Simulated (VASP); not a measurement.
# GaAs: vibrations by perturbation theory with LDA

The system is GaAs.

```xyz
2
Lattice="2.6696 2.6696 0.0000 -2.6696 2.6696 0.0000 0.0000 2.6696 2.6696" Properties=species:S:1:pos:R:3 pbc="T T T"
Ga    0.0000    0.0000    0.0000
As    1.3348    4.0044    1.3348
```

* Program: VASP 6.6.1
* Task: vibrations by perturbation theory
* Functional: LDA
* Potentials or basis: VASP PAW LDA potentials, release 64 (Ga_d, As)
* Cutoff: 500 eV
* k mesh: 8 × 8 × 8
* Occupations: gaussian, width 0.01 eV
* Spin: no spin polarisation
* Dipole correction: no
* Further INCAR settings: ALGO = Normal; EDIFF = 1e-08; NBANDS = 16; IBRION = 8; NSW = 1

| Property | Result |
| --- | --- |
| Highest phonon frequency at Γ, LO-TO splitting left out | 322 cm⁻¹ |

Phonon frequencies in cm⁻¹ (negative: imaginary):
| q point | frequencies |
| --- | --- |
| (0.000, 0.000, 0.000) | 0 0 0 322 322 322 |

It took 2.5 min on 1 thread of Intel(R) Xeon(R) Platinum 8259CL CPU @ 2.50GHz (Skylake/Cascade Lake), with other jobs on the host, peak memory 0.25 GiB.

Caveat: the cell stands under pressure or tension, which shifts response properties.
